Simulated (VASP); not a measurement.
Crystal: Eu.

```
CELL_PARAMETERS angstrom
0.00000 2.78930 2.78930
2.78930 0.00000 2.78930
2.78930 2.78930 0.00000
ATOMIC_POSITIONS crystal
Eu 0.00000 0.00000 0.00000
```

This isn't the form of Eu at room conditions, which is bcc.

Base run:

* Program: VASP 6.6.1
* Functional: PBE
* Potentials or basis: VASP PAW PBE potentials, release 64 (Eu)
* Cutoff: 520 eV
* k mesh: 7 × 7 × 7
* Occupations: fermi-dirac, width 0.05 eV
* Spin: collinear spin, ferromagnetic start
* Starting moments: [1.8] μB
* Fixed moment: 1.8 μB

Its results: pressure -1.4 GPa; site moments Eu +3.34 μB.

Question: The run is repeated on the same cell with these changes: fixed moment from 1.8 μB to 8.8 μB; moments at the start from [1.8] to [8.8]. What comes out?

Answer: Pressure -0.9 GPa; site moments Eu +7.02 μB.

Caveats: the total moment is fixed, so each spin has its own Fermi level.
